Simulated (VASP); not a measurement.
# ZnS: relaxation of cell and atoms with PBEsol

ZnS:

```xyz
4
Lattice="1.8356 -5.2525 0.0000 1.8356 5.2525 0.0000 0.0000 0.0000 4.0543" Properties=species:S:1:pos:R:3 pbc="T T T"
Zn    1.8356    1.1886    3.0408
Zn    1.8356   -1.1886    1.0136
S     1.8356   -3.7450    1.0136
S     1.8356    3.7450    3.0408
```

* Program: VASP 6.6.1
* Task: relaxation of cell and atoms
* Functional: PBEsol
* Potentials or basis: VASP PAW PBE potentials, release 64 (Zn, S)
* Cutoff: 600 eV
* k mesh: 6 × 6 × 6
* Occupations: fermi-dirac, width 0.03 eV
* Spin: no spin polarisation
* Dipole correction: no
* Further INCAR settings: ALGO = Normal; EDIFF = 1e-06; IBRION = 2; EDIFFG = -0.01; NSW = 100; ISIF = 3

| Quantity | Value |
| --- | --- |
| Relaxed volume | 18.68 Å³/atom |
| Relaxed cell | a = 6.489 Å, b = 6.489 Å, c = 3.461 Å, α = 90.00°, β = 90.00°, γ = 149.17° |
| Space group after relaxing (to 0.1 Å) | Cmcm (No. 63) |
| Energy gained by relaxing | 371.8 meV/atom |
| Ionic steps | 35 |
| Pressure after relaxing | 0.0 GPa |
| Largest force after relaxing | 0.007 eV/Å |
| Band gap on the k mesh | 0.44 eV (least direct gap 2.21 eV) |

Forces on the atoms (eV/Å):
```
Zn   0.000  0.003  0.000
Zn   0.000 -0.003  0.000
S    0.000 -0.007  0.000
S    0.000  0.007  0.000
```

The path:
| step | energy change (eV) | largest force (eV/Å) | pressure (GPa) | volume (Å³) |
| --- | --- | --- | --- | --- |
| 1 | 0.0000 | 0.9661 | -12.18 | 78.18 |
| 2 | -0.7750 | 0.7434 | 2.28 | 62.52 |
| 3 | -0.7769 | 0.7179 | 1.29 | 63.11 |
| 4 | -0.8936 | 0.5531 | 1.81 | 62.86 |
| 5 | -0.9650 | 0.6915 | 3.72 | 62.38 |
| 6 | -1.0616 | 0.7543 | -0.20 | 65.57 |
| 7 | -1.0927 | 0.7926 | -3.58 | 69.04 |
| 8 | -1.1566 | 0.7556 | -3.38 | 69.57 |
| 9 | -1.3152 | 0.6135 | -2.59 | 71.10 |
| 10 | -1.4318 | 0.5116 | -0.71 | 73.90 |
| 11 | -1.4357 | 0.4657 | -1.08 | 73.29 |
| 12 | -1.4754 | 0.1445 | 0.66 | 71.94 |
| 13 | -1.4771 | 0.0491 | 1.20 | 71.62 |
| 14 | -1.4816 | 0.0483 | -0.17 | 72.82 |
| 15 | -1.4820 | 0.0498 | 0.19 | 72.53 |
| 16 | -1.4820 | 0.0492 | 0.08 | 72.57 |
| 17 | -1.4820 | 0.0493 | 0.13 | 72.55 |
| 18 | -1.4828 | 0.0593 | 0.02 | 72.76 |
| 19 | -1.4839 | 0.0882 | -0.25 | 73.36 |
| 20 | -1.4845 | 0.0708 | -0.18 | 73.37 |
| 21 | -1.4851 | 0.0458 | 0.01 | 73.38 |
| 22 | -1.4854 | 0.0287 | 0.39 | 73.42 |
| 23 | -1.4855 | 0.0342 | 0.33 | 73.41 |
| 24 | -1.4860 | 0.0293 | 0.26 | 73.66 |
| 25 | -1.4865 | 0.0331 | -0.01 | 74.32 |
| 26 | -1.4865 | 0.0273 | 0.09 | 74.21 |
| 27 | -1.4865 | 0.0308 | 0.03 | 74.26 |
| 28 | -1.4867 | 0.0225 | 0.03 | 74.39 |
| 29 | -1.4869 | 0.0403 | -0.24 | 74.75 |
| 30 | -1.4869 | 0.0340 | -0.19 | 74.61 |
| 31 | -1.4870 | 0.0305 | -0.09 | 74.61 |
| 32 | -1.4871 | 0.0262 | 0.00 | 74.60 |
| 33 | -1.4871 | 0.0256 | 0.05 | 74.60 |
| 34 | -1.4871 | 0.0195 | 0.02 | 74.63 |
| 35 | -1.4872 | 0.0068 | 0.01 | 74.70 |

Final structure:
```xyz
4
Lattice="1.7251 -6.2558 0.0000 1.7251 6.2558 0.0000 0.0000 0.0000 3.4609" Properties=species:S:1:pos:R:3 pbc="T T T"
Zn    1.7251    2.1353    2.5957
Zn    1.7251   -2.1353    0.8652
S     1.7251   -4.5394    0.8652
S     1.7251    4.5394    2.5957
```

Levels at points of the mesh, in eV from the valence-band top:
```tsv
k point	band 14	band 15	band 16	band 17	band 18	band 19	band 20	band 21	band 22
(0.00, 0.00, 0.00)	-2.29	-2.13	-1.12	-1.01	-0.93	1.31	1.31	5.87	6.60
(0.50, 0.00, 0.00)	-5.26	-2.32	-1.78	-0.13	0.00	3.80	4.31	5.09	5.52
(0.50, 0.50, 0.00)	-2.24	-2.17	-2.01	-1.17	-0.99	1.22	2.22	5.46	5.92
(0.00, 0.00, 0.50)	-5.24	-2.46	-2.46	-0.04	-0.04	4.68	4.68	6.09	6.09
(0.50, 0.00, 0.50)	-5.29	-3.51	-3.51	-2.76	-2.76	0.46	0.46	5.23	5.23
(0.50, 0.50, 0.50)	-5.43	-1.65	-1.65	-0.06	-0.06	3.45	3.45	5.20	5.20
```

Run time: 50 min on 1 thread of Intel Xeon 8259CL, on a shared host, peak memory 0.34 GiB.

Caveat: semilocal functionals underestimate gaps, and a narrow one can read as zero; a cell axis changed by over 15 % at a fixed basis, so the end point is rough; the PAW data sets were made with another functional, which shifts forces and pressure a little. A k mesh can miss the band edges.
